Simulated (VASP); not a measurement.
# Ge in VASP: notebook

Ge is run at these levels: PBEsol+D3(BJ), PBEsol+D4, PBEsol, PBEsol-based global hybrid, PBE0; tasks: single point.

Program: VASP 6.6.1. These are calculated values, not measurements. Logs are shortened: lines on timing, memory, paths and dates and some standing lists are left out, and cuts for length are marked.

### 1 The cell of the first run

Symmetry: Cmmm, No. 65, orthorhombic system. Conventional cell: a = 2.762 Å, b = 4.875 Å, c = 2.639 Å, α = 90.00°, β = 90.00°, γ = 90.00°. Ge (site symmetry mmm) has 8 Ge at 2.64 to 2.80 Å within 3.5 Å.

### 2 Single point, PBEsol+D3(BJ)

INCAR

```
SYSTEM = Ge
ALGO = Normal
EDIFF = 1E-7
ENCUT = 520
GGA = PS
ISIF = 2
ISMEAR = -1
IVDW = 12
LASPH = .TRUE.
LCHARG = .FALSE.
LREAL = .FALSE.
LWAVE = .FALSE.
NBANDS = 13
NELM = 100
PREC = Accurate
SIGMA = 0.05
```

KPOINTS

```
k-points
0
G
  11 11 10
  0 0 0
```

POSCAR

```
Ge
1.0
    1.3810629235     -2.4376605447      0.0000000000
    1.3810629235      2.4376605447      0.0000000000
    0.0000000000      0.0000000000      2.6389765531
Ge
1
Direct
    0.5000000000      0.5000000000      0.0000000000
```

Potentials or basis: VASP PAW PBE potentials, release 64 (Ge_d).

Command:

```
$ cat potpaw_PBE.64/Ge_d/POTCAR > POTCAR
$ mpirun -np 1 vasp_std > vasp.out
```

OUTCAR:

```text
SYSTEM = Ge
   EDIFF = 1E-7
   ENCUT = 520
   GGA = PS
   ISIF = 2
   ISMEAR = -1
   IVDW = 12
   LASPH = .TRUE.
   LREAL = .FALSE.
   NELM = 100
   PREC = Accurate
 IVDW          = 12

 ion  position               nearest neighbor table
   1  0.500  0.500  0.000-

  LATTYP: Found a base centered orthorhombic cell.
 ALAT       =     2.7621258470
 B/A-ratio  =     1.7650611737
 C/A-ratio  =     0.9554150315

  Lattice vectors:

 A1 = (   1.3810629235,  -2.4376605447,   0.0000000000)
 A2 = (   1.3810629235,   2.4376605447,   0.0000000000)
 A3 = (   0.0000000000,   0.0000000000,   2.6389765531)

Analysis of symmetry for initial positions (statically):
=====================================================================
 Subroutine PRICEL returns:
 Original cell was already a primitive cell.

 Routine SETGRP: Setting up the symmetry group for a
 base centered orthorhombic supercell.

 Subroutine GETGRP returns: Found  8 space group operations
 (whereof  8 operations were pure point group operations)
 out of a pool of  8 trial point group operations.

The static configuration has the point symmetry D_2h.

Analysis of symmetry for dynamics (positions and initial velocities):
=====================================================================
 Subroutine PRICEL returns:
 Original cell was already a primitive cell.

 Routine SETGRP: Setting up the symmetry group for a
 base centered orthorhombic supercell.

 Subroutine GETGRP returns: Found  8 space group operations
 (whereof  8 operations were pure point group operations)
 out of a pool of  8 trial point group operations.

The dynamic configuration has the point symmetry D_2h.

 Subroutine INISYM returns: Found  8 space group operations
 (whereof  8 operations are pure point group operations),
 and found     1 'primitive' translations

----------------------------------------------------------------------------------------

                                     Primitive cell

  volume of cell :      17.7686

  direct lattice vectors                    reciprocal lattice vectors
     1.381062924 -2.437660545  0.000000000     0.362039985 -0.205114695  0.000000000
     1.381062924  2.437660545  0.000000000     0.362039985  0.205114695  0.000000000
     0.000000000  0.000000000  2.638976553     0.000000000  0.000000000  0.378934780

  length of vectors
     2.801700150  2.801700150  2.638976553     0.416106944  0.416106944  0.378934780

  position of ions in fractional coordinates (direct lattice)
[... 85 lines left out ...]
   POTIM  = 0.5000    time-step for ionic-motion
   TEBEG  =    0.0;   TEEND  =   0.0 temperature during run
   PSTRESS=    0.0 pullay stress
   NELECT =      14.0000    total number of electrons
   NUPDOWN=      -1.0000    fix difference up-down
   EMIN   =  10.00;   EMAX   =-10.00  energy-range for DOS
   EFERMI =   0.00;   METHOD = LEGACY
   ISMEAR =    -1;   SIGMA  =   0.05  broadening in eV -4-tet -1-fermi 0-gaus
   EFERMI_NEDOS =   21; number of points for ismear=-14 and -15
   IALGO  =     38    algorithm
   IMIX   =      4    mixing-type and parameters
     AMIX     =   0.40;   BMIX     =  1.00
     AMIX_MAG =   1.60;   BMIX_MAG =  1.00
  volume/ion in A,a.u.               =      17.77       119.91
  Fermi-wavevector in a.u.,A,eV,Ry     =   1.512052  2.857364 31.107023  2.286302
  Thomas-Fermi vector in A             =   2.622028
   LORBIT       =      0    0 simple, 1 ext, 2 COOP (PROOUT), +10 PAW based schemes
   GGA     = PS    functional components
   LHFCALC =     F    Hartree Fock is set to
   AEXX    =    0.0000 exact exchange contribution
   IVDW    =    12    specifies the selected vdW correction
   LEPSILON=     F    determine dielectric tensor
   LRPA    =     F    only Hartree local field effects (RPA)
 non-spin polarized calculation
  energy-cutoff  :      520.00
  volume of cell :       17.77
 maximum number of plane-waves:       487
 NGX is ok and might be reduce to    24
   NGX = 11   NGY = 11   NGZ =  9

 number of electron      13.9999994 magnetization

 Free energy of the ion-electron system (eV)
  ---------------------------------------------------
  ext. energy  EPLUGINS =         0.00000000
  ---------------------------------------------------
  free energy    TOTEN  =        -4.74670761 eV

  energy without entropy =       -4.74261826  energy(sigma->0) =       -4.74466293

 E-fermi :   7.1893     XC(G=0): -11.6861

 val. band max:        7.1887279366   @ k =   0.3636   0.2727   0.4000
 cond. band min:       7.2034572684   @ k =   0.4545   0.1818   0.4000
 fundamental gap:      0.0147293317
 Fermi energy:         7.1893075822

 k-point     1 :       0.0000    0.0000    0.0000
  band No.  band energies     occupation
      1     -17.5815      2.00000
      2     -17.4901      2.00000
      3     -17.4719      2.00000
      4     -17.3016      2.00000
      5     -17.2964      2.00000
      6      -6.5529      2.00000
      7      13.9251      0.00000
      8      15.9778      0.00000
      9      16.3749      0.00000
     10      17.4991      0.00000
     11      21.5521      0.00000
     12      22.1818      0.00000
     13      22.9026      0.00000
[... 354 lines left out ...]
  band No.  band energies     occupation
      1     -17.5634      2.00000
      2     -17.4927      2.00000
      3     -17.4285      2.00000
      4     -17.3211      2.00000
      5     -17.3007      2.00000
      6      -5.7246      2.00000
      7      10.4458      0.00000
      8      14.4281      0.00000
      9      14.7344      0.00000
     10      17.8092      0.00000
     11      19.4487      0.00000
     12      25.6801      0.00000
     13      26.6120      0.00000

 [... further k-points ...]

------------------------ aborting loop because EDIFF is reached ----------------------------------------

 Edisp (eV)   -0.34731

 E8    (eV) :    -0.2318

  FORCE on cell =-STRESS in cart. coord.  units (eV):
  Direction    XX          YY          ZZ          XY          YZ          ZX
  --------------------------------------------------------------------------------------
  -------------------------------------------------------------------------------------
  Total      -0.05225    -0.05404    -0.06350     0.00000     0.00000     0.00000
  in kB      -4.71162    -4.87257    -5.72576     0.00000     0.00000     0.00000
  external pressure =       -5.10 kB  Pullay stress =        0.00 kB

 VOLUME and BASIS-vectors are now :
 -----------------------------------------------------------------------------
  energy-cutoff  :      520.00
  volume of cell :       17.77
      direct lattice vectors                 reciprocal lattice vectors
     1.381062924 -2.437660545  0.000000000     0.362039985 -0.205114695  0.000000000
     1.381062924  2.437660545  0.000000000     0.362039985  0.205114695  0.000000000
     0.000000000  0.000000000  2.638976553     0.000000000  0.000000000  0.378934780

 POSITION                                       TOTAL-FORCE (eV/Angst)
 -----------------------------------------------------------------------------------
      1.38106      0.00000      0.00000        -0.000000     -0.000000      0.000000
 -----------------------------------------------------------------------------------
    total drift:                               -0.000000     -0.000000     -0.000000

  FREE ENERGIE OF THE ION-ELECTRON SYSTEM (eV)
  ---------------------------------------------------
  free  energy   TOTEN  =        -5.0940183982 eV

  energy  without entropy=       -5.0899290477  energy(sigma->0) =       -5.09197372
```

stdout:

```text
POSCAR found type information on POSCAR Ge
 POSCAR found :  1 types and       1 ions
 scaLAPACK will be used
 -----------------------------------------------------------------------------
|                                                                             |
|                                                                             |
|     You enforced a specific xc type in the INCAR file but a different       |
|     I HOPE YOU KNOW WHAT YOU ARE DOING!                                     |
|                                                                             |
 -----------------------------------------------------------------------------

 LDA part: xc-table for (Slater+PW92), standard interpolation
 POSCAR, INCAR and KPOINTS ok, starting setup
 FFT: planning ... GRIDC
 FFT: planning ... GRID_SOFT
 FFT: planning ... GRID
 WAVECAR not read
 entering main loop
```

Run time: 14 s. Hardware: 1 thread of Intel Xeon 6975P-C, shared host; peak memory 0.18 GiB.

What came out:

```yaml
Free_energy: -5.0940 eV
Pressure: -0.5 GPa
Band_gap_on_the_k_mesh: zero (band 7 reaches 14.14 eV, above the bottom of band 8 at 4.54 eV)
Dispersion_energy_per_atom: -0.347 eV
```

Stress tensor (GPa, compression positive):
```
-0.47  0.00  0.00
 0.00 -0.49  0.00
 0.00  0.00 -0.57
```

Caveat: three body term missing; the PAW data sets were made with another functional, which shifts forces and pressure a little; pairwise dispersion overbinds metals, which lowers pressure and volume.

### 3 Single point, PBEsol+D4

This run uses another cell than the first one, of 17.95 Å³/atom, 1.010 times its volume.

INCAR

```
SYSTEM = Ge
PREC     = Accurate       ! precision mode
ENCUT    = 520            ! plane-wave cutoff, eV
EDIFF    = 1E-7           ! SCF threshold, eV
ISMEAR   = -1             ! smearing method
SIGMA    = 0.05           ! smearing width, eV
LREAL    = .False.        ! projectors in reciprocal space
LASPH    = .True.         ! aspherical terms in the spheres
NELM     = 60             ! most SCF steps
ALGO     = Normal         ! electronic algorithm
ISIF     = 2              ! what is computed and relaxed
LWAVE    = .False.        ! write WAVECAR
LCHARG   = .False.        ! write CHGCAR
GGA      = PS             ! functional
IVDW     = 13             ! dispersion correction
NBANDS   = 13             ! bands
```

KPOINTS

```
regular mesh
0
Gamma
  11 11 10
  0 0 0
```

POSCAR

```
Ge
1.0
    1.3862358633     -2.4443150252      0.0000000000
    1.3862358633      2.4443150252      0.0000000000
    0.0000000000      0.0000000000      2.6482699030
Ge
1
Direct
    0.5000000000      0.5000000000      0.0000000000
```

Potentials or basis: VASP PAW PBE potentials, release 64 (Ge_d).

Command:

```
$ cat potpaw_PBE.64/Ge_d/POTCAR > POTCAR
$ mpirun -np 1 vasp_std > vasp.out
```

OUTCAR:

```text
SYSTEM = Ge
   PREC = Accurate
   ENCUT = 520
   EDIFF = 1E-7
   ISMEAR = -1
   LREAL = .False.
   LASPH = .True.
   NELM = 60
   ISIF = 2
   GGA = PS
   IVDW = 13

 ion  position               nearest neighbor table
   1  0.500  0.500  0.000-

  LATTYP: Found a base centered orthorhombic cell.
 ALAT       =     2.7724717266
 B/A-ratio  =     1.7632749880
 C/A-ratio  =     0.9552017709

  Lattice vectors:

 A1 = (   1.3862358633,  -2.4443150252,   0.0000000000)
[... 563 lines left out ...]
     12      25.4547      0.00000
     13      26.3551      0.00000

 [... further k-points ...]

------------------------ aborting loop because EDIFF is reached ----------------------------------------

  DFT-D4 for vdW energy calculation

  Edisp (eV):   -0.23195

  FORCE on cell =-STRESS in cart. coord.  units (eV):
  Direction    XX          YY          ZZ          XY          YZ          ZX
  --------------------------------------------------------------------------------------
  -------------------------------------------------------------------------------------
  Total      -0.01057    -0.01316    -0.02347     0.00000     0.00000     0.00000
  in kB      -0.94334    -1.17484    -2.09570     0.00000     0.00000     0.00000
  external pressure =       -1.40 kB  Pullay stress =        0.00 kB

 VOLUME and BASIS-vectors are now :
 -----------------------------------------------------------------------------
  energy-cutoff  :      520.00
  volume of cell :       17.95
      direct lattice vectors                 reciprocal lattice vectors
     1.386235863 -2.444315025  0.000000000     0.360688980 -0.204556285  0.000000000
     1.386235863  2.444315025  0.000000000     0.360688980  0.204556285  0.000000000
     0.000000000  0.000000000  2.648269903     0.000000000  0.000000000  0.377605016

 POSITION                                       TOTAL-FORCE (eV/Angst)
 -----------------------------------------------------------------------------------
      1.38624      0.00000      0.00000        -0.000000     -0.000000      0.000000
 -----------------------------------------------------------------------------------
    total drift:                               -0.000000     -0.000000     -0.000000

  FREE ENERGIE OF THE ION-ELECTRON SYSTEM (eV)
  ---------------------------------------------------
  free  energy   TOTEN  =        -4.9814811639 eV

  energy  without entropy=       -4.9773009514  energy(sigma->0) =       -4.97939106
```

It took 14 s on 1 thread of Intel Xeon 6975P-C, shared host; peak memory 0.17 GiB.

What came out:

| Quantity | Value |
| --- | --- |
| Free energy | -4.9815 eV |
| Pressure | -0.1 GPa |
| Band gap on the k mesh | zero (band 7 reaches 13.96 eV, above the bottom of band 8 at 4.47 eV) |
| Dispersion energy per atom | -0.232 eV |

Stress tensor (GPa, compression positive):
```
-0.09  0.00  0.00
 0.00 -0.12  0.00
 0.00  0.00 -0.21
```

Caveat: the PAW data sets were made with another functional, which shifts forces and pressure a little; pairwise dispersion overbinds metals, which lowers pressure and volume.

### 4 Single point, PBEsol

This run uses another cell than the first one, of 18.40 Å³/atom, 1.035 times its volume.

INCAR

```
ALGO = Normal
EDIFF = 1E-7
ENCUT = 520
GGA = PS
ISIF = 2
ISMEAR = -1
LASPH = True
LCHARG = True
LELF = True
LREAL = False
LVHAR = True
LWAVE = False
NBANDS = 13
NELM = 100
PREC = Accurate
SIGMA = 0.05
```

KPOINTS

```
k-points
0
Gamma
  11 11 10
```

POSCAR

```
Ge
1.0
    1.3992514067     -2.4614097342      0.0000000000
    1.3992514067      2.4614097342      0.0000000000
    0.0000000000      0.0000000000      2.6709107331
Ge
1
Direct
    0.5000000000      0.5000000000      0.0000000000
```

Command:

```
$ cat potpaw_PBE.64/Ge_d/POTCAR > POTCAR
$ mpirun -np 1 vasp_std > vasp.out
```

Wall time 17 s (1 thread of Intel Xeon 6975P-C, shared host); peak memory 0.17 GiB.

The run converged. Its results:

```
Free energy            : -4.7526 eV
Pressure               : -0.1 GPa
Band gap on the k mesh : zero (band 7 reaches 13.54 eV, above the bottom of band 8 at 4.28 eV)
```

Levels at points of the mesh, in eV from the Fermi level:
| k point | band 5 | band 6 | band 7 | band 8 | band 9 | band 10 |
| --- | --- | --- | --- | --- | --- | --- |
| (0.00, 0.00, 0.00) | -24.47 | -13.43 | 6.54 | 8.54 | 8.85 | 10.15 |
| (0.00, 0.00, 0.50) | -24.52 | -9.54 | -6.13 | 11.49 | 11.80 | 17.10 |

Caveat: the PAW data sets were made with another functional, which shifts forces and pressure a little.

[end of part 1 of 2]
